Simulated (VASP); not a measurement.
# Ta (P6_3/mmc) in VASP: notebook, part 2 of 2

VASP 6.6.1. The steps go on from the part before.

### 4 Single point, PBE

This run uses another cell than the first one: it holds 8 atoms, not 2.

Contents of INCAR:

```
PREC = Accurate
ENCUT = 520
EDIFF = 1E-7
ISMEAR = 0
SIGMA = 0.1
LREAL = False
LASPH = True
NELM = 80
ALGO = Fast
ISIF = 2
LWAVE = False
LCHARG = False
GGA = PE
NBANDS = 54
```

Contents of KPOINTS:

```
Automatic mesh
0
Gamma
  18 18 3
```

Contents of POSCAR:

```
Ta
1.0
    2.9436225088      0.0000000000      0.0000000000
   -1.4718112544      2.5492518718      0.0000000000
    0.0000000000      0.0000000000     20.0280268319
Ta
8
Direct
    0.0000000000      0.0000000000      0.0000000000
    0.3333333333      0.6666666667      0.1250000000
    0.0000000000      0.0000000000      0.2500000000
    0.6666666667      0.3333333333      0.3750000000
    0.0000000000      0.0000000000      0.5000000000
    0.3333333333      0.6666666667      0.6250000000
    0.0000000000      0.0000000000      0.7500000000
    0.6666666667      0.3333333333      0.8750000000
```

Potentials or basis: VASP PAW PBE potentials, release 64 (Ta_pv).

Command:

```bash
> cat potpaw_PBE.64/Ta_pv/POTCAR > POTCAR
> mpirun -np 1 vasp_std > vasp.out
```

OUTCAR:

```text
PREC = Accurate
   ENCUT = 520
   EDIFF = 1E-7
   ISMEAR = 0
   LREAL = False
   LASPH = True
   NELM = 80
   ISIF = 2
   GGA = PE

 ion  position               nearest neighbor table
   1  0.000  0.000  0.000-   2 3.03   8 3.03   8 3.03   2 3.03   8 3.03   2 3.03
   2  0.333  0.667  0.125-   1 3.03   3 3.03   1 3.03   3 3.03   1 3.03   3 3.03
   3  0.000  0.000  0.250-   2 3.03   4 3.03   4 3.03   2 3.03   4 3.03   2 3.03
   4  0.667  0.333  0.375-   3 3.03   5 3.03   3 3.03   5 3.03   3 3.03   5 3.03
   5  0.000  0.000  0.500-   4 3.03   6 3.03   4 3.03   6 3.03   4 3.03   6 3.03
   6  0.333  0.667  0.625-   5 3.03   7 3.03   5 3.03   7 3.03   5 3.03   7 3.03
   7  0.000  0.000  0.750-   6 3.03   8 3.03   8 3.03   6 3.03   8 3.03   6 3.03
   8  0.667  0.333  0.875-   1 3.03   7 3.03   1 3.03   7 3.03   1 3.03   7 3.03
[... 7 lines left out ...]
 A1 = (   2.9436225088,   0.0000000000,   0.0000000000)
 A2 = (  -1.4718112544,   2.5492518718,   0.0000000000)
 A3 = (   0.0000000000,   0.0000000000,  20.0280268319)

Analysis of symmetry for initial positions (statically):
=====================================================================
 Subroutine PRICEL returns following result:

  LATTYP: Found a hexagonal cell.
 ALAT       =     2.9436225088
 C/A-ratio  =     3.4019353317

  Lattice vectors:

 A1 = (   2.9436225088,   0.0000000000,   0.0000000000)
 A2 = (  -1.4718112544,   2.5492518718,   0.0000000000)
 A3 = (   0.0000000000,   0.0000000000,  10.0140134160)

   2 primitive cells build up your supercell.

 Routine SETGRP: Setting up the symmetry group for a
 hexagonal supercell.

 Subroutine GETGRP returns: Found 24 space group operations
 (whereof 12 operations were pure point group operations)
 out of a pool of 24 trial point group operations.

The static configuration has the point symmetry D_3d.
 The point group associated with its full space group is D_6h.

Analysis of symmetry for dynamics (positions and initial velocities):
[... 152 lines left out ...]
   GGA     = PE    functional components
   LHFCALC =     F    Hartree Fock is set to
   AEXX    =    0.0000 exact exchange contribution
   IVDW    =     0    specifies the selected vdW correction
   LEPSILON=     F    determine dielectric tensor
   LRPA    =     F    only Hartree local field effects (RPA)
 non-spin polarized calculation
 RMM-DIIS sequential band-by-band and
 Gauss-broadening in eV      SIGMA  =   0.10
  energy-cutoff  :      520.00
  volume of cell :      150.29
 maximum number of plane-waves:      4124
 NGX is ok and might be reduce to    24

 number of electron      88.0000012 magnetization

 Free energy of the ion-electron system (eV)
  ---------------------------------------------------
  ext. energy  EPLUGINS =         0.00000000
  ---------------------------------------------------
  free energy    TOTEN  =       -92.51639261 eV

  energy without entropy =      -92.47653811  energy(sigma->0) =      -92.49646536

 E-fermi :   5.5599     XC(G=0): -12.4027

 val. band max:        5.5584112505   @ k =   0.0556   0.0556   0.0000
 cond. band min:       5.5630147421   @ k =   0.3333   0.1667   0.3333
 fundamental gap:      0.0046034916
 Fermi energy:         5.5598505439

 k-point     1 :       0.0000    0.0000    0.0000
  band No.  band energies     occupation
      1     -29.0579      2.00000
      2     -28.9316      2.00000
      3     -28.9316      2.00000
      4     -28.6491      2.00000
      5     -28.5773      2.00000
      6     -28.2793      2.00000
[... 1357 lines left out ...]
     53       8.0077      0.00000
     54       9.4141      0.00000

 [... further k-points ...]

------------------------ aborting loop because EDIFF is reached ----------------------------------------

  FORCE on cell =-STRESS in cart. coord.  units (eV):
  Direction    XX          YY          ZZ          XY          YZ          ZX
  --------------------------------------------------------------------------------------
  -------------------------------------------------------------------------------------
  Total        0.0404408      0.0404408      0.0255181      0.0000000     -0.0000000      0.0000000
  in kB        0.4311192      0.4311192      0.2720356      0.0000000     -0.0000000      0.0000000
  external PRESSURE =       0.3780914 kB  Pullay stress =       0.0000000 kB

 VOLUME and BASIS-vectors are now :
 -----------------------------------------------------------------------------
  energy-cutoff  :      520.00
  volume of cell :      150.29
      direct lattice vectors                 reciprocal lattice vectors
     2.943622509  0.000000000  0.000000000     0.339717473  0.196135974  0.000000000
    -1.471811254  2.549251872  0.000000000     0.000000000  0.392271949  0.000000000
     0.000000000  0.000000000 20.028026832     0.000000000  0.000000000  0.049930031

 POSITION                                       TOTAL-FORCE (eV/Angst)
 -----------------------------------------------------------------------------------
      0.00000      0.00000      0.00000        -0.000000     -0.000000     -0.000000
     -0.00000      1.69950      2.50350         0.000000     -0.000000     -0.000000
      0.00000      0.00000      5.00701        -0.000000     -0.000000     -0.000000
      1.47181      0.84975      7.51051        -0.000000      0.000000     -0.000000
      0.00000      0.00000     10.01401        -0.000000     -0.000000     -0.000000
     -0.00000      1.69950     12.51752         0.000000     -0.000000      0.000000
      0.00000      0.00000     15.02102        -0.000000     -0.000000     -0.000000
      1.47181      0.84975     17.52452        -0.000000      0.000000      0.000000
 -----------------------------------------------------------------------------------
    total drift:                               -0.000000      0.000000     -0.000000

  FREE ENERGIE OF THE ION-ELECTRON SYSTEM (eV)
  ---------------------------------------------------
  free  energy   TOTEN  =       -92.5163926054 eV

  energy  without entropy=      -92.4765381100  energy(sigma->0) =      -92.49646536
```

It took 7.6 min on 1 thread of Intel Xeon 6975P-C (Granite Rapids), shared host; peak memory 0.55 GiB.

What came out:

```
Free energy            : -92.5164 eV
Pressure               : 0.0 GPa
Band gap on the k mesh : zero (bands 44 and 45 overlap by 1.12 eV)
```

Caveat: spin-orbit coupling is left out, which moves the levels of the heavy elements.

### 5 Summary

```tsv
task	cell	k mesh	cutoff (eV)	gap on the mesh (eV)	pressure (GPa)
single point	a = 2.900, b = 2.900, c = 5.143 Å, angles 90.0, 90.0, 120.0°, 2 atoms, atomic positions A	18 × 18 × 10	520	none	0.1
relaxation of cell and atoms	relaxed from a = 2.942, b = 2.942, c = 4.805 Å, angles 90.0, 90.0, 120.0°, 2 atoms, atomic positions A	18 × 18 × 10	600	none	0.0
single point	a = 2.944, b = 2.944, c = 20.028 Å, angles 90.0, 90.0, 120.0°, 8 atoms, atomic positions B	18 × 18 × 3	520	none	0.0
```

Alike in all rows: level PBE; potentials or basis VASP PAW PBE potentials, release 64 (Ta_pv); no spin polarisation; smearing gaussian 0.1 eV.

Caveats: spin-orbit coupling is left out, which moves the levels of the heavy elements.

Absolute energies hang on the potentials; compare differences alone.
